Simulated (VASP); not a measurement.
ZnCu, 2 atoms in the cell. Symmetry: P4/mmm, No. 123, tetragonal system. The conventional cell has a = 3.199 Å, b = 3.199 Å, c = 2.495 Å, α = 90.00°, β = 90.00°, γ = 90.00°. Zn (site symmetry 4/mmm) has 6 Zn at 2.50 to 3.20 Å and 8 Cu at 2.58 Å within 3.3 Å. Within 3.3 Å of Cu (site symmetry 4/mmm) lie 6 Cu at 2.50 to 3.20 Å and 8 Zn at 2.58 Å.  This cell differs from its parent crystal: ratio of the length along z to the lengths across it x 0.78, volume and fractional coordinates fixed.

```yaml
Program: VASP 6.6.1
Task: single point
Functional: PBE
Potentials_or_basis: VASP PAW PBE potentials, release 64 (Zn, Cu)
Cutoff: 520 eV
k_mesh: 18 × 18 × 18
Occupations: gaussian, width 0.15 eV
Spin: no spin polarisation
Dipole_correction: no
Further_INCAR_settings: ALGO = Fast; EDIFF = 1e-07; NBANDS = 18
```

Potentials or basis: VASP PAW PBE potentials, release 64 (Zn, Cu).

Run with:

```console
$ cat potpaw_PBE.64/Zn/POTCAR potpaw_PBE.64/Cu/POTCAR > POTCAR
$ mpirun -np 1 vasp_std > vasp.out
```

Hardware: 1 thread of Oxide Virtual Turin-like Processor, on a shared host.

**Question.** Estimate the wall time of this run.

**Answer.** Run time: 6.7 min on 1 thread of Oxide Virtual Turin-like Processor, on a shared host, peak memory 0.32 GiB. Counts: scf iterations 18, k points 550.
